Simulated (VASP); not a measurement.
NaMgBr3:

```
Na Mg Br
1.0
     5.26880    0.00000    0.00000
     0.00000    5.26880    0.00000
     0.00000    0.00000    5.26880
Na Mg Br
1 1 3
Direct
  0.00000 0.00000 0.00000
  0.50000 0.50000 0.50000
  0.50000 0.50000 0.00000
  0.50000 0.00000 0.50000
  0.00000 0.50000 0.50000
```

Base run:

```yaml
Program: VASP 6.6.1
Functional: PBE
Potentials_or_basis: VASP PAW PBE potentials, release 64 (Na_pv, Mg, Br)
Cutoff: 520 eV
k_mesh: 6 × 6 × 6
Occupations: fermi-dirac, width 0.02 eV
Spin: no spin polarisation
```

Its results: band gap on the k mesh 2.83 eV (least direct gap 3.37 eV); pressure 0.6 GPa.

Problem. The run is repeated on the same cell with these changes: functional from PBE to r2SCAN; occupations from fermi-dirac, width 0.02 eV to gaussian, width 0.01 eV. What comes out?

Solution. Band gap on the k mesh 3.63 eV (least direct gap 4.19 eV); pressure -0.1 GPa.

Caveats: the PAW data sets were made with another functional, which shifts forces and pressure a little (at least some runs).

A k mesh can miss the band edges.
